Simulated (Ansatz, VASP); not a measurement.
**One calculation of PtSe2, two programs**

```
Pt Se
1.0
     3.72400    0.00000    0.00000
    -1.86200    3.22508    0.00000
     0.00000    0.00000    4.65704
Pt Se
1 2
Cartesian
  0.0000 0.0000 0.0000
  0.0000 2.1501 1.1643
  1.8620 1.0750 3.4928
```

Change from the starting cell: strain +0.000 along x and y, -0.080 along z, atoms carried along.

Alike in both runs: task single point; functional PBE; k mesh 12 × 12 × 10; occupations gaussian, width 0.15 eV; no spin polarisation.

```csv
,VASP,Ansatz
version,VASP 6.6.1,Ansatz 0.2.0
potentials or method,"VASP PAW PBE potentials, release 64 (Pt, Se), cutoff 520 eV","scalar-relativistic, plane waves, PAW"
valence electrons in the cell,22,50
```

|  | VASP | Ansatz | Ansatz less VASP |
| --- | --- | --- | --- |
| gap on the k mesh at the Fermi level (eV) | none | none | - |
| pressure (GPa) | 18.1 | 18.1 | -0.05 |
| traceless stress, the component that is largest in VASP (GPa) | -1.50 | -1.47 | +0.026 |
| rms of the force components (eV/Å) | 0.829 | 0.824 | -0.0057 |

Atom by atom the forces differ by 0.006 eV/Å (rms over components). A gap of «none» marks a metal or a gap that the smearing closes. The functional is the same, so the differences come from potentials, cutoffs and numerics. VASP's potentials hold 22 valence electrons a cell and Ansatz's 50, so a difference there can come from the potentials and not from the codes.

Spin-orbit coupling is off throughout.
